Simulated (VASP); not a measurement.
# BeRu (P-6m2) in VASP: a series of runs

BeRu is run at these levels: PBE; tasks: single point.

All numbers are computed with VASP 6.6.1; they aren't measurements. Logs are shortened: lines on timing, memory, paths and dates and some standing lists are left out, and cuts for length are marked.

## (1) The cell of the first run

Symmetry: P-6m2, No. 187, hexagonal system. Conventional cell: a = 2.516 Å, b = 2.516 Å, c = 3.821 Å, α = 90.00°, β = 90.00°, γ = 120.00°. Be (site symmetry -6m2) has 6 Ru at 2.40 Å and 6 Be at 2.52 Å within 3.2 Å. Within 3.2 Å of Ru (site symmetry -6m2) lie 6 Be at 2.40 Å and 6 Ru at 2.52 Å.

## (2) Single point, PBE (volume scaled by 1.02)

INCAR

```
SYSTEM = BeRu
PREC = Accurate
ENCUT = 520
EDIFF = 1E-7
ISMEAR = -1
SIGMA = 0.05
LREAL = .False.
LASPH = .True.
NELM = 60
ALGO = Fast
ISIF = 2
LWAVE = .False.
LCHARG = .False.
GGA = PE
NBANDS = 15
```

KPOINTS

```
regular mesh
0
Gamma
  12 12 7
  0 0 0
```

POSCAR

```
BeRu
1.0
    2.5159243934      0.0000000000      0.0000000000
   -1.2579621967      2.1788544337      0.0000000000
    0.0000000000      0.0000000000      3.8206547140
Be Ru
1 1
Direct
    0.0000000000      0.0000000000      0.5000000000
    0.6666666700      0.3333333300      0.0000000000
```

Potentials or basis: VASP PAW PBE potentials, release 64 (Be, Ru_pv).

On the command line:

```
$ cat potpaw_PBE.64/Be/POTCAR potpaw_PBE.64/Ru_pv/POTCAR > POTCAR
$ mpirun -np 1 vasp_std > vasp.out
```

OUTCAR:

```text
SYSTEM = BeRu
   PREC = Accurate
   ENCUT = 520
   EDIFF = 1E-7
   ISMEAR = -1
   LREAL = .False.
   LASPH = .True.
   NELM = 60
   ISIF = 2
   GGA = PE

 ion  position               nearest neighbor table
   1  0.000  0.000  0.500-   2 2.40   2 2.40   2 2.40   2 2.40   2 2.40   2 2.40
   2  0.667  0.333  0.000-   1 2.40   1 2.40   1 2.40   1 2.40   1 2.40   1 2.40

  LATTYP: Found a hexagonal cell.
 ALAT       =     2.5159243934
 C/A-ratio  =     1.5185888431

  Lattice vectors:

 A1 = (   2.5159243934,   0.0000000000,   0.0000000000)
 A2 = (  -1.2579621967,   2.1788544337,   0.0000000000)
 A3 = (   0.0000000000,   0.0000000000,   3.8206547140)

Analysis of symmetry for initial positions (statically):
=====================================================================
 Subroutine PRICEL returns:
 Original cell was already a primitive cell.

 Routine SETGRP: Setting up the symmetry group for a
 hexagonal supercell.

 Subroutine GETGRP returns: Found 12 space group operations
 (whereof 12 operations were pure point group operations)
 out of a pool of 24 trial point group operations.

The static configuration has the point symmetry D_3h.

Analysis of symmetry for dynamics (positions and initial velocities):
=====================================================================
 Subroutine PRICEL returns:
 Original cell was already a primitive cell.

 Routine SETGRP: Setting up the symmetry group for a
 hexagonal supercell.

 Subroutine GETGRP returns: Found 12 space group operations
 (whereof 12 operations were pure point group operations)
 out of a pool of 24 trial point group operations.

The dynamic configuration has the point symmetry D_3h.

 Subroutine INISYM returns: Found 12 space group operations
 (whereof 12 operations are pure point group operations),
 and found     1 'primitive' translations

----------------------------------------------------------------------------------------

                                     Primitive cell

  volume of cell :      20.9442

  direct lattice vectors                    reciprocal lattice vectors
     2.515924393  0.000000000  0.000000000     0.397468224  0.229478387  0.000000000
    -1.257962197  2.178854434  0.000000000     0.000000000  0.458956773  0.000000000
     0.000000000  0.000000000  3.820654714     0.000000000  0.000000000  0.261735246

  length of vectors
     2.515924393  2.515924389  3.820654714     0.458956772  0.458956773  0.261735246

  position of ions in fractional coordinates (direct lattice)
     0.000000000  0.000000000  0.500000000
     0.666666670  0.333333330  0.000000000

  ion indices of the primitive-cell ions
   primitive index   ion index
                 1           1
                 2           2

----------------------------------------------------------------------------------------

 KPOINTS: regular mesh

Automatic generation of k-mesh.
 Grid dimensions read from file:
 generate k-points for:   12   12    7

 Generating k-lattice:

  Cartesian coordinates                     Fractional coordinates (reciprocal lattice)
     0.033122352  0.019123199  0.000000000     0.083333333  0.000000000  0.000000000
     0.000000000  0.038246398  0.000000000     0.000000000  0.083333333  0.000000000
     0.000000000  0.000000000  0.037390749     0.000000000  0.000000000  0.142857143

  Length of vectors
     0.038246398  0.038246398  0.037390749

  Shift w.r.t. Gamma in fractional coordinates (k-lattice)
     0.000000000  0.000000000  0.000000000

 Subroutine IBZKPT returns following result:
 ===========================================

 Found     76 irreducible k-points:

 Following reciprocal coordinates:
            Coordinates               Weight
  0.000000  0.000000  0.000000      1.000000
  0.083333  0.000000  0.000000      6.000000
  0.166667  0.000000  0.000000      6.000000
  0.250000  0.000000  0.000000      6.000000
  0.333333 -0.000000  0.000000      6.000000
  0.416667 -0.000000  0.000000      6.000000
[... 16 lines left out ...]
  0.250000  0.000000  0.142857     12.000000
  0.333333 -0.000000  0.142857     12.000000
 [... further k-points ...]
   k-points           NKPTS =     76   k-points in BZ     NKDIM =     76   number of bands    NBANDS=     15
   number of dos      NEDOS =    301   number of ions     NIONS =      2
   total plane-waves  NPLWV =  11200
   dimension x,y,z NGX =    20 NGY =   20 NGZ =   28
   dimension x,y,z NGXF=    40 NGYF=   40 NGZF=   56
   ions per type =               1   1
   NGX,Y,Z   is equivalent  to a cutoff of  13.22, 13.22, 12.18 a.u.
   NGXF,Y,Z  is equivalent  to a cutoff of  26.43, 26.43, 24.37 a.u.
 SYSTEM =  BeRu
   PREC   = accura    normal or accurate (medium, high low for compatibility)
   ISTART =      0    job   : 0-new  1-cont  2-samecut
   ICHARG =      2    charge: 1-file 2-atom 10-const
   ISPIN  =      1    spin polarized calculation?
   LNONCOLLINEAR =      F non collinear calculations
   LSORBIT =      F    spin-orbit coupling
   LASPH  =      T    aspherical Exc in radial PAW
   ENCUT  =  520.0 eV  38.22 Ry    6.18 a.u.   4.68  4.68  7.10*2*pi/ulx,y,z
   NELM   =     60;   NELMIN=  2; NELMDL= -5     # of ELM steps
   EDIFF  = 0.1E-06   stopping-criterion for ELM
   LREAL  =      F    real-space projection
   EDIFFG = 0.1E-05   stopping-criterion for IOM
   NSW    =      0    number of steps for IOM
   IBRION =     -1    ionic relax: 0-MD 1-quasi-New 2-CG
   NFREE  =      0    steps in history (QN), initial steepest desc. (CG)
   ISIF   =      2    stress and relaxation
   ISYM   =      2    0-nonsym 1-usesym 2-fastsym
   POTIM  = 0.5000    time-step for ionic-motion
   TEBEG  =    0.0;   TEEND  =   0.0 temperature during run
   PSTRESS=    0.0 pullay stress
   NELECT =      16.0000    total number of electrons
   NUPDOWN=      -1.0000    fix difference up-down
   EMIN   =  10.00;   EMAX   =-10.00  energy-range for DOS
   EFERMI =   0.00;   METHOD = LEGACY
   ISMEAR =    -1;   SIGMA  =   0.05  broadening in eV -4-tet -1-fermi 0-gaus
   EFERMI_NEDOS =   21; number of points for ismear=-14 and -15
   IALGO  =     68    algorithm
   IMIX   =      4    mixing-type and parameters
     AMIX     =   0.40;   BMIX     =  1.00
     AMIX_MAG =   1.60;   BMIX_MAG =  1.00
  volume/ion in A,a.u.               =      10.47        70.67
  Fermi-wavevector in a.u.,A,eV,Ry     =   1.496558  2.828085 30.472786  2.239687
  Thomas-Fermi vector in A             =   2.608559
   LORBIT       =      0    0 simple, 1 ext, 2 COOP (PROOUT), +10 PAW based schemes
   GGA     = PE    functional components
   LHFCALC =     F    Hartree Fock is set to
   AEXX    =    0.0000 exact exchange contribution
   IVDW    =     0    specifies the selected vdW correction
   LEPSILON=     F    determine dielectric tensor
   LRPA    =     F    only Hartree local field effects (RPA)
 non-spin polarized calculation
 RMM-DIIS sequential band-by-band and
  energy-cutoff  :      520.00
  volume of cell :       20.94
 maximum number of plane-waves:       579
 NGX is ok and might be reduce to    20
   NGX =  9   NGY =  9   NGZ = 15

 number of electron      16.0000002 magnetization

 Free energy of the ion-electron system (eV)
  ---------------------------------------------------
  ext. energy  EPLUGINS =         0.00000000
  ---------------------------------------------------
  free energy    TOTEN  =       -12.74190020 eV

  energy without entropy =      -12.72648265  energy(sigma->0) =      -12.73419142

 E-fermi :  10.7400     XC(G=0): -12.8882

 val. band max:       10.7320673955   @ k =   0.4167  -0.0000   0.2857
 cond. band min:      10.7465430823   @ k =   0.2500   0.0000   0.4286
 fundamental gap:      0.0144756868
 Fermi energy:        10.7400010281

 k-point     1 :       0.0000    0.0000    0.0000
  band No.  band energies     occupation
      1     -31.9948      2.00000
      2     -31.2752      2.00000
      3     -31.2752      2.00000
      4       1.6059      2.00000
      5       5.2620      2.00000
      6       8.4794      2.00000
      7       8.4794      2.00000
      8      10.1515      1.99998
      9      11.6986      0.00000
     10      11.6986      0.00000
     11      19.6367      0.00000
     12      21.6677      0.00000
     13      24.7179      0.00000
     14      24.7179      0.00000
     15      26.9929      0.00000

 k-point     2 :       0.0833    0.0000    0.0000
  band No.  band energies     occupation
      1     -31.9789      2.00000
      2     -31.3797      2.00000
      3     -31.2988      2.00000
      4       1.8260      2.00000
      5       5.5059      2.00000
      6       8.2454      2.00000
      7       8.7479      2.00000
      8       9.3175      2.00000
      9      11.6159      0.00000
     10      12.6065      0.00000
     11      19.6095      0.00000
     12      21.6678      0.00000
     13      23.8697      0.00000
     14      24.1567      0.00000
     15      27.6422      0.00000

 k-point     3 :       0.1667    0.0000    0.0000
  band No.  band energies     occupation
      1     -31.9354      2.00000
      2     -31.6601      2.00000
      3     -31.3629      2.00000
      4       2.4323      2.00000
      5       6.0579      2.00000
      6       7.8557      2.00000
      7       8.1286      2.00000
      8       9.5232      2.00000
      9      11.3964      0.00000
     10      14.0206      0.00000
     11      19.3874      0.00000
     12      21.6669      0.00000
     13      22.0434      0.00000
     14      22.9789      0.00000
     15      28.9244      0.00000

 k-point     4 :       0.2500    0.0000    0.0000
  band No.  band energies     occupation
      1     -32.0321      2.00000
      2     -31.8755      2.00000
      3     -31.4494      2.00000
      4       3.2933      2.00000
      5       6.0618      2.00000
      6       7.0797      2.00000
      7       8.3557      2.00000
      8      10.7071      1.31796
      9      11.1104      0.00121
     10      15.4442      0.00000
     11      18.2832      0.00000
     12      20.8619      0.00000
     13      21.6682      0.00000
     14      21.7664      0.00000
     15      27.4173      0.00000
[... 307 lines left out ...]
 k-point    22 :       0.1667    0.0000    0.1429
  band No.  band energies     occupation
      1     -31.9380      2.00000
      2     -31.6599      2.00000
      3     -31.3628      2.00000
      4       2.6573      2.00000
      5       5.9916      2.00000
      6       7.8425      2.00000
      7       8.0973      2.00000
      8       9.5329      2.00000
      9      11.3458      0.00001
     10      13.2197      0.00000
     11      20.2013      0.00000
     12      21.6673      0.00000
     13      22.3294      0.00000
     14      23.1305      0.00000
     15      28.8266      0.00000

 k-point    23 :       0.2500    0.0000    0.1429
  band No.  band energies     occupation
      1     -32.0320      2.00000
      2     -31.8780      2.00000
      3     -31.4493      2.00000
      4       3.4783      2.00000
      5       5.9823      2.00000
      6       7.1691      2.00000
      7       8.3804      2.00000
      8      10.7116      1.27638
      9      11.0499      0.00406
     10      14.1952      0.00000
     11      18.9402      0.00000
     12      21.6335      0.00000
     13      21.6799      0.00000
     14      22.0154      0.00000
     15      27.3159      0.00000

 k-point    24 :       0.3333   -0.0000    0.1429
  band No.  band energies     occupation
      1     -32.3925      2.00000
      2     -31.8175      2.00000
      3     -31.5347      2.00000
      4       4.2635      2.00000
      5       5.5602      2.00000
      6       6.5581      2.00000
      7       9.5733      2.00000
      8      10.7547      0.85368
      9      12.1162      0.00000
     10      14.8596      0.00000
     11      17.6503      0.00000
     12      21.0651      0.00000
     13      21.5069      0.00000
     14      21.6698      0.00000
     15      26.0007      0.00000

 [... further k-points ...]

------------------------ aborting loop because EDIFF is reached ----------------------------------------

  FORCE on cell =-STRESS in cart. coord.  units (eV):
  Direction    XX          YY          ZZ          XY          YZ          ZX
  --------------------------------------------------------------------------------------
  -------------------------------------------------------------------------------------
  Total        5.5421922      5.5421922      0.6366003      0.0000000      0.0000000      0.0000000
  in kB      423.9636030    423.9636011     48.6983045      0.0000000      0.0000000      0.0000000
  external PRESSURE =     298.8751695 kB  Pullay stress =       0.0000000 kB

 VOLUME and BASIS-vectors are now :
 -----------------------------------------------------------------------------
  energy-cutoff  :      520.00
  volume of cell :       20.94
      direct lattice vectors                 reciprocal lattice vectors
     2.515924393  0.000000000  0.000000000     0.397468224  0.229478387  0.000000000
    -1.257962197  2.178854434  0.000000000     0.000000000  0.458956773  0.000000000
     0.000000000  0.000000000  3.820654714     0.000000000  0.000000000  0.261735246

 POSITION                                       TOTAL-FORCE (eV/Angst)
 -----------------------------------------------------------------------------------
      0.00000      0.00000      1.91033         0.000000      0.000000      0.000000
      1.25796      0.72628      0.00000        -0.000000      0.000000      0.000000
 -----------------------------------------------------------------------------------
    total drift:                               -0.000010      0.000006      0.000000

  FREE ENERGIE OF THE ION-ELECTRON SYSTEM (eV)
  ---------------------------------------------------
  free  energy   TOTEN  =       -12.7419001965 eV

  energy  without entropy=      -12.7264826504  energy(sigma->0) =      -12.73419142
```

Wall time 10 s (1 thread of Intel Xeon 6975P-C (Granite Rapids), shared host); peak memory 0.14 GiB.

Results:

* Free energy: -12.7419 eV
* Pressure: 29.9 GPa
* Band gap on the k mesh: zero (band 8 reaches 10.93 eV, above the bottom of band 9 at 10.52 eV)

Levels at points of the mesh, in eV from the Fermi level:
```tsv
k point	band 4	band 5	band 6	band 7	band 8	band 9	band 10	band 11	band 12	band 13
(0.00, 0.00, 0.00)	-9.13	-5.48	-2.26	-2.26	-0.59	0.96	0.96	8.90	10.93	13.98
(0.50, 0.00, 0.00)	-6.33	-5.15	-4.20	-0.91	-0.16	3.15	5.34	7.31	8.98	10.01
```

(Continued in part 2 of 2.)
